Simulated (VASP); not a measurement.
Runs of VASP 6.6.1 on WC. The structure is that of space group P-6m2 (No. 187), or close to it. The cells are those of the table. 

| cell | gap on the mesh (eV) | pressure (GPa) |
| --- | --- | --- |
| a = 2.854, b = 2.854, c = 2.923 Å, angles 90.0, 90.0, 120.0°, 2 atoms | none | 8.2 |
| a = 2.729, b = 2.729, c = 3.195 Å, angles 90.0, 90.0, 120.0°, 2 atoms | none | 11.4 |
| a = 3.062, b = 3.062, c = 2.539 Å, angles 90.0, 90.0, 120.0°, 2 atoms | none | 25.7 |
| a = 2.982, b = 2.982, c = 2.676 Å, angles 90.0, 90.0, 120.0°, 2 atoms | none | 15.5 |
| a = 2.940, b = 2.940, c = 2.753 Å, angles 90.0, 90.0, 120.0°, 2 atoms | none | (a) |
| a = 2.810, b = 2.810, c = 3.015 Å, angles 90.0, 90.0, 120.0°, 2 atoms | none | 8.3 |
| a = 2.658, b = 2.658, c = 3.370 Å, angles 90.0, 90.0, 120.0°, 2 atoms | none | (b) |
| a = 3.124, b = 3.124, c = 2.438 Å, angles 90.0, 90.0, 120.0°, 2 atoms | none | 36.7 |

Alike in all rows: task single point; level PBE; potentials or basis VASP PAW PBE potentials, release 64 (W_sv, C); no spin polarisation; k mesh 24 × 24 × 18; cutoff (eV) 520; smearing gaussian 0.15 eV.

**Question.** Estimate the missing entries.

**Answer.** (a) 11.9; (b) 17.3.

Caveats: spin-orbit coupling is left out, which moves the levels of the heavy elements; the stress differs along the axes, from -15 to 20 GPa (at least some runs); the stress differs along the axes, from -68 to 51 GPa (at least some runs); the stress differs along the axes, from -17 to 112 GPa (at least some runs); the stress differs along the axes, from -6 to 59 GPa (at least some runs); the stress differs along the axes, from 1 to 33 GPa (at least some runs); the stress differs along the axes, from -36 to 31 GPa (at least some runs).

A k mesh can miss the band edges, and the runs leave out spin-orbit coupling on W.

A gap of «none» marks levels without a gap at the run's occupations.
